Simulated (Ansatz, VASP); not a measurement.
One calculation of SnSe, two programs

The input INCAR:

```
SYSTEM = SnSe
ALGO = Normal ; EDIFF = 1E-7
ENCUT = 520 ; GGA = CA
ISIF = 2 ; ISMEAR = 0
LASPH = .True. ; LCHARG = .False.
LREAL = .False. ; LWAVE = .False.
NBANDS = 17 ; NELM = 60
PREC = Accurate ; SIGMA = 0.05
```

File KPOINTS:

```
k-points
0
Gamma
  8 8 8
  0 0 0
```

File POSCAR:

```
SnSe
1.0
    0.0000000000      2.9347500000      2.8595000000
    2.9347500000      0.0000000000      2.8595000000
    2.9347500000      2.9347500000      0.0000000000
Sn Se
1 1
Direct
    0.0000000000      0.0000000000      0.0000000000
    0.5000000000      0.5000000000      0.5000000000
```

Input for Ansatz:

```yaml
crystal:
  lattice:
    - [0.0, 2.93475, 2.8595]
    - [2.93475, 0.0, 2.8595]
    - [2.93475, 2.93475, 0.0]
  atoms:
    - { symbol: Sn, position: [0.0, 0.0, 0.0] }
    - { symbol: Se, position: [0.5, 0.5, 0.5] }
basis:
  ecutwfc: 420
kpoints:
  mp_grid: { grid: [8, 8, 8] }
hamiltonian:
  xc: lda
scf:
  occupations: { method: gaussian, width: 0.05 }
output:
  forces: true
  stress: true
  eigenvalues: true
  write_density: true
  write_potential: true
  elf: true
  volumetric_format: npy
```

Change from the starting cell: strain -0.025 along x and y, -0.050 along z, atoms carried along.

Alike in both runs: task single point; functional LDA; k mesh 8 × 8 × 8; occupations gaussian, width 0.05 eV; no spin polarisation.

|  | VASP | Ansatz |
| --- | --- | --- |
| version | VASP 6.6.1 | Ansatz 0.2.0 |
| potentials or method | VASP PAW LDA potentials, release 64 (Sn_d, Se), cutoff 520 eV | scalar-relativistic, plane waves, PAW |
| valence electrons in the cell | 20 | 30 |

Ansatz gave:

```
gap on the k mesh at the Fermi level (eV)                     : 0.68
least direct gap on the mesh (eV)                             : 0.85
pressure (GPa)                                                : 2.6
traceless stress, the component that is largest in VASP (GPa) : 3.06
```

Problem. Estimate VASP's values.

Solution. gap on the k mesh at the Fermi level (eV): 0.67; least direct gap on the mesh (eV): 0.84; pressure (GPa): 2.7; traceless stress, the component that is largest in VASP (GPa): 3.08.

LDA's correlation is that of Perdew and Zunger in VASP and of Perdew and Wang (1992) in Ansatz. VASP's potentials hold 20 valence electrons a cell and Ansatz's 30, so a difference there can come from the potentials and not from the codes.
